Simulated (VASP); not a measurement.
# Cu in VASP: a series of runs

Runs on Cu. Level: PBE. Tasks: single point.

All numbers are computed with VASP 6.6.1; they aren't measurements. Logs are shortened: lines on timing, memory, paths and dates and some standing lists are left out, and cuts for length are marked.

**1. The cell of the first run**

The cell holds a slab with vacuum, 13 atoms: a = 5.105 Å, b = 5.105 Å, c = 15.168 Å, α = 90.00°, β = 90.00°, γ = 60.00°.

**2. Single point, PBE**

INCAR

```
PREC = Accurate ; ENCUT = 520
EDIFF = 1E-6 ; ISMEAR = 0
SIGMA = 0.05 ; LREAL = False
LASPH = True ; NELM = 60
ALGO = Normal ; ISIF = 2
LWAVE = False ; LCHARG = False
GGA = PE ; NBANDS = 84
```

KPOINTS

```
regular mesh
0
Gamma
  4 4 1
```

POSCAR

```
Cu
1.0
    5.1053110000      0.0000000000      0.0000000000
    2.5526550000      4.4213290000      0.0000000000
    0.0000000000      0.0000000000     15.1684690000
Cu
13
Direct
    0.1666667508      0.1666666290      0.0659262316
    0.6666666529      0.1666666290      0.0659262316
    0.1666665963      0.6666667421      0.0659262316
    0.6666666943      0.6666667421      0.0659262316
   -0.1635626239      0.3328573829      0.2002521810
    0.3383769354      0.3315867243      0.2043193021
   -0.1659757329      0.8342826331      0.2033733266
    0.3380517846      0.8322058820      0.2045243327
    0.0063428455     -0.0062770719      0.3375816636
    0.5012212948      0.0010523985      0.3475684329
    0.0070250006      0.5042440859      0.3369266865
    0.5070917354      0.4982506391      0.3416647389
    0.8748976882      0.3178413097      0.4617281414
```

Potentials or basis: VASP PAW PBE potentials, release 64 (Cu).

Command:

```sh
$ cat potpaw_PBE.64/Cu/POTCAR > POTCAR
$ mpirun -np 1 vasp_std > vasp.out
```

OUTCAR:

```text
PREC = Accurate
   ENCUT = 520
   EDIFF = 1E-6
   ISMEAR = 0
   LREAL = False
   LASPH = True
   NELM = 60
   ISIF = 2
   GGA = PE

 ion  position               nearest neighbor table
   1  0.167  0.167  0.066-   5 2.51   2 2.55   3 2.55   4 2.55   3 2.55   2 2.55   4 2.55   8 2.57
                             6 2.57
   2  0.667  0.167  0.066-   5 2.52   7 2.55   6 2.55   4 2.55   1 2.55   3 2.55   1 2.55   4 2.55
                             3 2.55
   3  0.167  0.667  0.066-   7 2.55   4 2.55   2 2.55   1 2.55   1 2.55   4 2.55   2 2.55   6 2.57
                             8 2.58
   4  0.667  0.667  0.066-   5 2.52   2 2.55   3 2.55   1 2.55   3 2.55   1 2.55   2 2.55   8 2.56
                             7 2.56
   5  0.836  0.333  0.200-   1 2.51   4 2.52   2 2.52   6 2.55   8 2.55   7 2.55   7 2.55   8 2.56
                             6 2.56  11 2.57   9 2.57  12 2.59
   6  0.338  0.332  0.204-  11 2.49   7 2.53   5 2.55   8 2.55   2 2.55   8 2.55  12 2.56   5 2.56
                             3 2.57   7 2.57   1 2.57  10 2.62
   7  0.834  0.834  0.203-  11 2.50   9 2.51   6 2.53   8 2.54   2 2.55   3 2.55   5 2.55   5 2.55
                             4 2.56   8 2.57   6 2.57  10 2.64
   8  0.338  0.832  0.205-   9 2.49   7 2.54   5 2.55   6 2.55  12 2.55   6 2.55   4 2.56   5 2.56
                             7 2.57   1 2.57   3 2.58  10 2.62
   9  0.006  0.994  0.338-  13 2.37   8 2.49  11 2.50   7 2.51  12 2.54  10 2.55  12 2.56  10 2.56
                             5 2.57  11 2.61
  10  0.501  0.001  0.348-   9 2.55  11 2.55  12 2.55  12 2.56  11 2.56   9 2.56   6 2.62   8 2.62
                             7 2.64
  11  0.007  0.504  0.337-  13 2.36   6 2.49   7 2.50   9 2.50  12 2.54  10 2.55  10 2.56   5 2.57
                            12 2.57   9 2.61
  12  0.507  0.498  0.342-  13 2.44  11 2.54   9 2.54   8 2.55  10 2.55  10 2.56   6 2.56   9 2.56
                            11 2.57   5 2.59
  13  0.875  0.318  0.462-  11 2.36   9 2.37  12 2.44

  LATTYP: Found a hexagonal cell.
 ALAT       =     5.1053107325
 C/A-ratio  =     2.9711157253

  Lattice vectors:

 A1 = (  -2.5526550000,  -4.4213290000,   0.0000000000)
 A2 = (   5.1053110000,   0.0000000000,   0.0000000000)
 A3 = (   0.0000000000,   0.0000000000,  15.1684690000)

Analysis of symmetry for initial positions (statically):
=====================================================================
 Subroutine PRICEL returns:
 Original cell was already a primitive cell.

 Routine SETGRP: Setting up the symmetry group for a
 hexagonal supercell.

 Subroutine GETGRP returns: Found  1 space group operations
[... 139 lines left out ...]
   ISMEAR =     0;   SIGMA  =   0.05  broadening in eV -4-tet -1-fermi 0-gaus
   EFERMI_NEDOS =   21; number of points for ismear=-14 and -15
   IALGO  =     38    algorithm
   IMIX   =      4    mixing-type and parameters
     AMIX     =   0.40;   BMIX     =  1.00
     AMIX_MAG =   1.60;   BMIX_MAG =  1.00
  volume/ion in A,a.u.               =      26.34       177.73
  Fermi-wavevector in a.u.,A,eV,Ry     =   1.223718  2.312491 20.374521  1.497485
  Thomas-Fermi vector in A             =   2.358818
   LORBIT       =      0    0 simple, 1 ext, 2 COOP (PROOUT), +10 PAW based schemes
   GGA     = PE    functional components
   LHFCALC =     F    Hartree Fock is set to
   AEXX    =    0.0000 exact exchange contribution
   IVDW    =     0    specifies the selected vdW correction
   LEPSILON=     F    determine dielectric tensor
   LRPA    =     F    only Hartree local field effects (RPA)
 non-spin polarized calculation
 Gauss-broadening in eV      SIGMA  =   0.05
  energy-cutoff  :      520.00
  volume of cell :      342.39
 maximum number of plane-waves:      9249
 NGX is ok and might be reduce to    40
   NGX = 19   NGY = 19   NGZ = 57

 number of electron     142.9999981 magnetization

 Free energy of the ion-electron system (eV)
  ---------------------------------------------------
  ext. energy  EPLUGINS =         0.00000000
  ---------------------------------------------------
  free energy    TOTEN  =       -43.77055994 eV

  energy without entropy =      -43.74380977  energy(sigma->0) =      -43.75718485

 E-fermi :   1.1043     XC(G=0):  -6.9958

 val. band max:        1.0961197121   @ k =   0.0000   0.5000   0.0000
 cond. band min:       1.1064508866   @ k =   0.5000  -0.0000   0.0000
 fundamental gap:      0.0103311745
 Fermi energy:         1.1043259413

 k-point     1 :       0.0000    0.0000    0.0000
  band No.  band energies     occupation
      1      -7.5554      2.00000
      2      -5.7495      2.00000
      3      -4.1821      2.00000
      4      -3.6240      2.00000
      5      -3.6208      2.00000
      6      -3.6109      2.00000
[... 849 lines left out ...]
     82       6.2276      0.00000
     83       6.3649      0.00000
 [bands above 83 left out]

------------------------ aborting loop because EDIFF is reached ----------------------------------------

  FORCE on cell =-STRESS in cart. coord.  units (eV):
  Direction    XX          YY          ZZ          XY          YZ          ZX
  --------------------------------------------------------------------------------------
  -------------------------------------------------------------------------------------
  Total       -1.6775939     -1.4689782      0.2435070      0.1990568      0.0845031     -0.2999397
  in kB       -7.8501982     -6.8739939      1.1394760      0.9314743      0.3954270     -1.4035495
  external PRESSURE =      -4.5282387 kB  Pullay stress =       0.0000000 kB

 VOLUME and BASIS-vectors are now :
 -----------------------------------------------------------------------------
  energy-cutoff  :      520.00
  volume of cell :      342.39
      direct lattice vectors                 reciprocal lattice vectors
     5.105311000  0.000000000  0.000000000     0.195874453 -0.113088147  0.000000000
     2.552655000  4.421329000  0.000000000     0.000000000  0.226176337  0.000000000
     0.000000000  0.000000000 15.168469000     0.000000000  0.000000000  0.065926232

 POSITION                                       TOTAL-FORCE (eV/Angst)
 -----------------------------------------------------------------------------------
      1.27633      0.73689      1.00000         0.015772     -0.007424      0.005494
      3.82898      0.73689      1.00000         0.015222      0.014764     -0.037105
      2.55265      2.94755      1.00000         0.016389     -0.005381     -0.023185
      5.10531      2.94755      1.00000        -0.003232     -0.011051     -0.030711
      5.11994      1.47167      3.03752         0.001357     -0.000588     -0.001177
      2.57395      1.46605      3.09921         0.000454     -0.000090      0.000270
      6.38759      3.68864      3.08486         0.002997     -0.001905      0.001369
      3.85019      3.67946      3.10232         0.000734     -0.000754     -0.002335
      2.56901      4.39358      5.12060         0.004554      0.000325      0.012679
      2.56158      0.00465      5.27208         0.006890     -0.003487      0.025318
      1.32303      2.22943      5.11066        -0.000966     -0.007055      0.018928
      3.86072      2.20293      5.18253        -0.002453      0.001260      0.001397
      5.27796      1.40528      7.00371        -0.057717      0.021386      0.029056
 -----------------------------------------------------------------------------------
    total drift:                               -0.000674     -0.000442     -0.003727

  FREE ENERGIE OF THE ION-ELECTRON SYSTEM (eV)
  ---------------------------------------------------
  free  energy   TOTEN  =       -43.7705599437 eV

  energy  without entropy=      -43.7438097658  energy(sigma->0) =      -43.75718485
```

OSZICAR:

```text
N       E                     dE             d eps       ncg     rms          rms(c)
DAV:   1     0.134485804272E+04    0.13449E+04   -0.61659E+04  1680   0.233E+03
DAV:   2     0.132945812016E+03   -0.12119E+04   -0.11819E+04  1680   0.481E+02
DAV:   3    -0.449186212720E+02   -0.17786E+03   -0.16201E+03  1700   0.231E+02
[... 18 lines left out ...]
DAV:  22    -0.437704770379E+02   -0.42331E-05   -0.17119E-04  1820   0.164E-01    0.647E-03
DAV:  23    -0.437705180733E+02   -0.41035E-04   -0.21754E-05  1940   0.845E-02    0.957E-03
DAV:  24    -0.437705540643E+02   -0.35991E-04   -0.11223E-05  1836   0.658E-02    0.259E-03
DAV:  25    -0.437705594352E+02   -0.53709E-05   -0.24897E-06  1268   0.275E-02    0.219E-03
DAV:  26    -0.437705599437E+02   -0.50849E-06   -0.58793E-07  1032   0.140E-02
   1 F= -.43770560E+02 E0= -.43757185E+02  d E =-.267502E-01
```

stdout:

```text
POSCAR found type information on POSCAR Cu
 POSCAR found :  1 types and      13 ions
 scaLAPACK will be used
 LDA part: xc-table for (Slater+PW92), standard interpolation
 POSCAR, INCAR and KPOINTS ok, starting setup
 FFT: planning ... GRIDC
 FFT: planning ... GRID_SOFT
 FFT: planning ... GRID
 WAVECAR not read
 entering main loop
```

It took 9.7 min on 1 thread of Intel Xeon Platinum 8488C (Sapphire Rapids), shared host; peak memory 0.54 GiB.

What came out:

| Quantity | Value |
| --- | --- |
| Free energy | -43.7706 eV |
| Largest force | 0.068 eV/Å |
| Band gap on the k mesh | zero (an odd number of electrons rules out a gap without spin polarisation) |

Forces in eV/Å, atoms in the order of the input:
```
Cu   0.016 -0.007  0.005
Cu   0.015  0.015 -0.037
Cu   0.016 -0.005 -0.023
Cu  -0.003 -0.011 -0.031
Cu   0.001 -0.001 -0.001
Cu   0.000  0.000  0.000
Cu   0.003 -0.002  0.001
Cu   0.001 -0.001 -0.002
Cu   0.005  0.000  0.013
Cu   0.007 -0.003  0.025
Cu  -0.001 -0.007  0.019
Cu  -0.002  0.001  0.001
Cu  -0.058  0.021  0.029
```

Levels at points of the mesh, in eV from the Fermi level:
| k point | band 68 | band 69 | band 70 | band 71 | band 72 | band 73 | band 74 | band 75 | band 76 | band 77 |
| --- | --- | --- | --- | --- | --- | --- | --- | --- | --- | --- |
| (0.00, 0.00, 0.00) | -1.34 | -0.76 | 0.05 | 0.07 | 0.09 | 1.10 | 1.13 | 1.17 | 1.50 | 1.55 |
| (0.50, 0.00, 0.00) | -1.41 | -1.36 | -0.49 | -0.01 | 0.00 | 0.06 | 1.01 | 1.04 | 1.55 | 2.27 |
| (0.50, 0.50, 0.00) | -1.41 | -1.37 | -0.48 | -0.02 | -0.01 | 0.06 | 1.00 | 1.03 | 1.54 | 2.29 |
| (0.00, 0.50, 0.00) | -1.41 | -1.37 | -0.48 | -0.02 | -0.01 | 0.06 | 1.00 | 1.04 | 1.54 | 2.29 |

Caveat: there is no dipole correction, which matters where the two faces differ.

**3. Single point, PBE**

INCAR

```
PREC     = Accurate       # precision mode
ENCUT    = 520            # plane-wave cutoff, eV
EDIFF    = 1E-6           # SCF threshold, eV
ISMEAR   = 0              # smearing method
SIGMA    = 0.05           # smearing width, eV
LREAL    = F              # projectors in reciprocal space
LASPH    = T              # aspherical terms in the spheres
NELM     = 100            # most SCF steps
ALGO     = Normal         # electronic algorithm
ISIF     = 2              # what is computed and relaxed
LWAVE    = F              # write WAVECAR
LCHARG   = F              # write CHGCAR
GGA      = PE             # functional
NBANDS   = 84             # bands
```

KPOINTS is that of step 2.

POSCAR

```
Cu
1.0
    5.1053110000      0.0000000000      0.0000000000
    2.5526550000      4.4213290000      0.0000000000
    0.0000000000      0.0000000000     15.1684690000
Cu
13
Direct
    0.1666667508      0.1666666290      0.0659262316
    0.6666666529      0.1666666290      0.0659262316
    0.1666665963      0.6666667421      0.0659262316
    0.6666666943      0.6666667421      0.0659262316
   -0.1703935408      0.3351964986      0.2005702092
    0.3334457936      0.3338134303      0.2052480709
   -0.1729216359      0.8364595804      0.2017508161
    0.3334584476      0.8327509670      0.2052531472
   -0.0121422772     -0.0048960392      0.3348850830
    0.4762110267      0.0118909948      0.3495678437
   -0.0121379901      0.5170296081      0.3348910164
    0.5031314117      0.4984295446      0.3476938246
    0.9975566323      0.2511448481      0.4607821660
```

Potentials or basis: VASP PAW PBE potentials, release 64 (Cu).

Command:

```sh
$ cat potpaw_PBE.64/Cu/POTCAR > POTCAR
$ mpirun -np 1 vasp_std > vasp.out
```

Wall time 10 min (1 thread of Intel Xeon Platinum 8488C (Sapphire Rapids), shared host); peak memory 0.54 GiB.

Results (log left out):

```yaml
Free_energy: -43.7335 eV
Largest_force: 0.106 eV/Å
Band_gap_on_the_k_mesh: zero (an odd number of electrons rules out a gap without spin polarisation)
```

Forces in eV/Å, atoms in the order of the input:
```
Cu   0.033 -0.019  0.085
Cu  -0.019  0.059 -0.086
Cu   0.033 -0.019 -0.003
Cu  -0.060 -0.013 -0.086
Cu   0.001 -0.001  0.000
Cu  -0.001 -0.001  0.001
Cu   0.001 -0.001 -0.001
Cu   0.000  0.001  0.001
Cu   0.003 -0.005  0.003
Cu   0.003 -0.002  0.021
Cu   0.006  0.000  0.004
Cu   0.002 -0.001  0.021
Cu  -0.001  0.001  0.040
```

Levels at points of the mesh, in eV from the Fermi level:
| k point | band 69 | band 70 | band 71 | band 72 | band 73 | band 74 | band 75 | band 76 |
| --- | --- | --- | --- | --- | --- | --- | --- | --- |
| (0.00, 0.00, 0.00) | -0.73 | 0.03 | 0.08 | 0.10 | 1.09 | 1.14 | 1.21 | 1.52 |
| (0.50, 0.00, 0.00) | -1.36 | -0.51 | -0.01 | 0.01 | 0.03 | 0.99 | 1.05 | 1.57 |
| (0.50, 0.50, 0.00) | -1.39 | -0.45 | -0.05 | -0.01 | 0.06 | 0.98 | 1.05 | 1.55 |
| (0.00, 0.50, 0.00) | -1.39 | -0.45 | -0.05 | -0.01 | 0.06 | 0.98 | 1.05 | 1.55 |

Caveat: there is no dipole correction, which matters where the two faces differ.
